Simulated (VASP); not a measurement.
## SiC (Moissanite): single point with BLYP+D4

The system is SiC (Moissanite).

```xyz
4
Lattice="3.0760 0.0000 0.0000 -1.5380 2.6639 0.0000 0.0000 0.0000 5.0480" Properties=species:S:1:pos:R:3 pbc="T T T"
Si    1.5380    0.8880    2.5240
Si    0.0000    1.7759    0.0000
C     1.5380    0.8880    4.4675
C     0.0000    1.7759    1.9435
```

```
Program                : VASP 6.6.1
Task                   : single point
Functional             : BLYP
Dispersion             : D4
Potentials or basis    : VASP PAW PBE potentials, release 64 (Si, C)
Cutoff                 : 520 eV
k mesh                 : 10 × 10 × 5
Occupations            : fermi-dirac, width 0.05 eV
Spin                   : no spin polarisation
Dipole correction      : no
Further INCAR settings : ALGO = Normal; EDIFF = 1e-07; NBANDS = 16
```

The pressure is 0.2 GPa. The largest force is 0.740 eV/Å. The band gap on the k mesh is 2.83 eV, indirect (least direct gap 4.34 eV) and the dispersion energy per atom is -0.640 eV.

Forces on the atoms (eV/Å):
```
Si   0.000  0.000  0.740
Si   0.000  0.000  0.740
C    0.000  0.000 -0.740
C    0.000  0.000 -0.740
```

Stress tensor (GPa, compression positive):
```
 1.25  0.00  0.00
 0.00  1.25  0.00
 0.00  0.00 -2.00
```

Levels at points of the mesh, in eV from the valence-band top:
| k point | band 6 | band 7 | band 8 | band 9 | band 10 | band 11 |
| --- | --- | --- | --- | --- | --- | --- |
| (0.00, 0.00, 0.00) | -0.29 | -0.29 | 0.00 | 4.76 | 6.18 | 6.61 |
| (0.50, 0.00, 0.00) | -3.50 | -3.13 | -1.49 | 2.85 | 4.43 | 6.89 |

It took 22 s on 1 thread of Intel(R) Xeon(R) Platinum 8488C (Sapphire Rapids), with other jobs on the host, peak memory 0.16 GiB.

Caveat: the PAW data sets were made with another functional, which shifts forces and pressure a little. BLYP gaps usually lie below the measured ones, often by a third to a half.
